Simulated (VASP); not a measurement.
Wanted: the native input for a VASP 6.6.1 run.

* Task: relaxation of cell and atoms
* Functional: PBEsol
* Potentials or basis: VASP PAW PBE potentials, release 64 (Ba_sv, Ti_sv, O)
* Cutoff: 600 eV
* k mesh: 7 × 7 × 7
* Occupations: fermi-dirac, width 0.05 eV
* Spin: no spin polarisation
* Dipole correction: no
* Further INCAR settings: ALGO = Normal; EDIFF = 1e-06; IBRION = 2; EDIFFG = -0.01; NSW = 60; ISIF = 3

The structure of BaTiO3 (Barioperovskite) lies in POSCAR:

```
BaTiO3
1.0
    3.9855000000      0.0000000000      0.0000000000
    0.0000000000      2.8369000000      2.8451500000
    0.0000000000     -2.8369000000      2.8451500000
Ba Ti O
1 1 3
Direct
    0.0000000000      0.0000000000      0.0000000000
    0.5000000000      0.5124000000      0.5124000000
    0.5000000000      0.9918400000      0.5052400000
    0.5000000000      0.5052400000      0.9918400000
    0.0000000000      0.4874000000      0.4874000000
```

The input as run:

INCAR

```
ALGO = Normal ; EDIFF = 1E-6
EDIFFG = -0.01 ; ENCUT = 600
GGA = PS ; IBRION = 2
ISIF = 3 ; ISMEAR = -1
LASPH = True ; LCHARG = False
LREAL = False ; LWAVE = False
NELM = 100 ; NSW = 60
PREC = Accurate ; SIGMA = 0.05
```

KPOINTS

```
k-points
0
Gamma
  7 7 7
```

Potentials or basis: VASP PAW PBE potentials, release 64 (Ba_sv, Ti_sv, O).

Run with:

```sh
$ cat potpaw_PBE.64/Ba_sv/POTCAR potpaw_PBE.64/Ti_sv/POTCAR potpaw_PBE.64/O/POTCAR > POTCAR
$ mpirun -np 1 vasp_std > vasp.out
```

It gave:

```yaml
Relaxed_volume: 12.83 Å³/atom
Relaxed_cell: a = 3.960 Å, b = 4.025 Å, c = 4.025 Å, α = 89.76°, β = 90.00°, γ = 90.00°
Space_group_after_relaxing_to_0.05_Å: Amm2 (No. 38)
Energy_gained_by_relaxing: 6.1 meV/atom
Ionic_steps: 16
Pressure_after_relaxing: 0.0 GPa
Largest_force_after_relaxing: 0.009 eV/Å
Band_gap_on_the_k_mesh: 2.18 eV, indirect (least direct gap 2.48 eV)
```

Caveat: the PAW data sets were made with another functional, which shifts forces and pressure a little; spin-orbit coupling is left out, which moves the levels of the heavy elements.

Wall time 8.9 min on 1 thread of Intel Xeon 6975P-C, with other jobs on the host, peak memory 0.29 GiB.
